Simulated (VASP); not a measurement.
# ZnCu (R-3m) in VASP: further runs, part 2 of 2

VASP 6.6.1. The steps go on from the part before.

## 3. Single point, PBEsol (13.28 Å³/atom)

Input file INCAR:

```
SYSTEM = ZnCu
ALGO = Fast ; EDIFF = 1E-7
ENCUT = 520 ; GGA = PS
ISIF = 2 ; ISMEAR = 0
LASPH = .TRUE. ; LCHARG = .FALSE.
LREAL = .FALSE. ; LWAVE = .FALSE.
NBANDS = 18 ; NELM = 100
PREC = Accurate ; SIGMA = 0.15
```

Input file KPOINTS:

```
k-points
0
G
  18 18 18
  0 0 0
```

Input file POSCAR:

```
ZnCu
1.0
    3.0651672725      0.5251137347      0.5251137347
    0.5251137347      3.0651672725      0.5251137347
    0.5251137347      0.5251137347      3.0651672725
Zn Cu
1 1
Direct
    0.5000000000      0.5000000000      0.5000000000
    0.0000000000      0.0000000000      0.0000000000
```

Potentials or basis: VASP PAW PBE potentials, release 64 (Zn, Cu).

Command:

```
$ cat potpaw_PBE.64/Zn/POTCAR potpaw_PBE.64/Cu/POTCAR > POTCAR
$ mpirun -np 1 vasp_std > vasp.out
```

OUTCAR:

```text
SYSTEM = ZnCu
   EDIFF = 1E-7
   ENCUT = 520
   GGA = PS
   ISIF = 2
   ISMEAR = 0
   LASPH = .TRUE.
   LREAL = .FALSE.
   NELM = 100
   PREC = Accurate

 ion  position               nearest neighbor table
   1  0.500  0.500  0.500-   2 2.39   2 2.39   2 2.39   2 2.39   2 2.39   2 2.39
   2  0.000  0.000  0.000-   1 2.39   1 2.39   1 2.39   1 2.39   1 2.39   1 2.39

  LATTYP: Found a trigonal (rhomboedric) cell.
 ALAT       =     3.1538451574
 COS(alpha) =     0.3513580888

  Lattice vectors:

 A1 = (   3.0651672725,   0.5251137347,   0.5251137347)
 A2 = (   0.5251137347,   3.0651672725,   0.5251137347)
 A3 = (   0.5251137347,   0.5251137347,   3.0651672725)

Analysis of symmetry for initial positions (statically):
=====================================================================
 Subroutine PRICEL returns:
 Original cell was already a primitive cell.

 Routine SETGRP: Setting up the symmetry group for a
 trigonal (rhombohedral) supercell.

 Subroutine GETGRP returns: Found 12 space group operations
[... 161 lines left out ...]
  ---------------------------------------------------
  free energy    TOTEN  =        -5.30596582 eV

  energy without entropy =       -5.29958747  energy(sigma->0) =       -5.30277665

 E-fermi :   5.1904     XC(G=0): -12.2891

 val. band max:        5.1884740303   @ k =  -0.2222  -0.3889   0.0556
 cond. band min:       5.2070539331   @ k =  -0.3889   0.4444   0.1111
 fundamental gap:      0.0185799027
 Fermi energy:         5.1904319411

 k-point     1 :       0.0000    0.0000    0.0000
  band No.  band energies     occupation
      1      -5.0670      2.00000
      2      -2.7446      2.00000
      3      -2.7446      2.00000
      4      -2.6391      2.00000
      5      -2.6391      2.00000
      6      -2.3349      2.00000
[... 481 lines left out ...]
      5      -2.4796      2.00000
      6      -2.2792      2.00000
[... 10 lines left out ...]
     17      19.3323      0.00000
     18      20.4391      0.00000

 [... further k-points ...]

------------------------ aborting loop because EDIFF is reached ----------------------------------------

  FORCE on cell =-STRESS in cart. coord.  units (eV):
  Direction    XX          YY          ZZ          XY          YZ          ZX
  --------------------------------------------------------------------------------------
  -------------------------------------------------------------------------------------
  Total        1.0809791      1.0809791      1.0809791     -0.6773194     -0.6773194     -0.6773194
  in kB       65.2274862     65.2274862     65.2274862    -40.8702089    -40.8702089    -40.8702089
  external PRESSURE =      65.2274862 kB  Pullay stress =       0.0000000 kB

 VOLUME and BASIS-vectors are now :
 -----------------------------------------------------------------------------
  energy-cutoff  :      520.00
  volume of cell :       26.55
      direct lattice vectors                 reciprocal lattice vectors
     3.065167273  0.525113735  0.525113735     0.343458345 -0.050234144 -0.050234144
     0.525113735  3.065167273  0.525113735    -0.050234144  0.343458345 -0.050234144
     0.525113735  0.525113735  3.065167273    -0.050234144 -0.050234144  0.343458345

 POSITION                                       TOTAL-FORCE (eV/Angst)
 -----------------------------------------------------------------------------------
      2.05770      2.05770      2.05770         0.000000      0.000000      0.000000
      0.00000      0.00000      0.00000        -0.000000     -0.000000     -0.000000
 -----------------------------------------------------------------------------------
    total drift:                               -0.000000      0.000000     -0.000000

  FREE ENERGIE OF THE ION-ELECTRON SYSTEM (eV)
  ---------------------------------------------------
  free  energy   TOTEN  =        -5.3059658207 eV

  energy  without entropy=       -5.2995874740  energy(sigma->0) =       -5.30277665
```

OSZICAR:

```text
N       E                     dE             d eps       ncg     rms          rms(c)
DAV:   1     0.117050756772E+03    0.11705E+03   -0.11305E+04 22312   0.209E+03
DAV:   2    -0.156163126720E+01   -0.11861E+03   -0.11393E+03 20940   0.301E+02
DAV:   3    -0.655972755131E+01   -0.49981E+01   -0.49647E+01 23532   0.768E+01
[... 14 lines left out ...]
RMM:  18    -0.530597055755E+01    0.91938E-05   -0.73304E-06 25638   0.358E-02    0.171E-02
RMM:  19    -0.530596776031E+01    0.27972E-05   -0.23803E-06 23564   0.183E-02    0.112E-02
RMM:  20    -0.530596612532E+01    0.16350E-05   -0.24843E-06 24512   0.172E-02    0.466E-03
RMM:  21    -0.530596584243E+01    0.28289E-06   -0.57385E-07 21218   0.865E-03    0.165E-03
RMM:  22    -0.530596582074E+01    0.21687E-07   -0.24657E-07 17667   0.546E-03
   1 F= -.53059658E+01 E0= -.53027766E+01  d E =-.637835E-02
```

Run time: 2.1 min. Hardware: 1 thread of Intel Xeon 6975P-C (Granite Rapids), shared host; peak memory 0.38 GiB.

What came out:

```
Free energy            : -5.3060 eV
Pressure               : 6.5 GPa
Band gap on the k mesh : zero (an odd number of electrons rules out a gap without spin polarisation)
```

Caveat: the cell stands under pressure; the PAW data sets were made with another functional, which shifts forces and pressure a little.
